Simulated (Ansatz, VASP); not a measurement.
# One calculation of Ti, two programs

```xyz
1
Lattice="-1.6075 1.6075 1.6075 1.6075 -1.6075 1.6075 1.6075 1.6075 -1.6075" Properties=species:S:1:pos:R:3 pbc="T T T"
Ti    0.0000    0.0000    0.0000
```

Change from the starting cell: volume scaled by 0.94, PAW files.

Alike in both runs: task electric field gradients; functional PBE; k mesh 14 × 14 × 14; occupations fermi-dirac, width 0.05 eV; no spin polarisation.

```csv
,VASP,Ansatz
version,VASP 6.6.1,Ansatz 0.2.0
potentials or method,"VASP PAW PBE potentials, release 64 (Ti_sv)","PAW with Ansatz's default frozen-core files, scalar-relativistic"
plane-wave cutoff (eV),520,420
valence electrons in the cell,12,12
```

|  | VASP | Ansatz | Ansatz less VASP |
| --- | --- | --- | --- |
| pressure (GPa) | 4.0 | 4.3 | +0.31 |

The functional is the same, so the differences come from potentials, cutoffs and numerics.
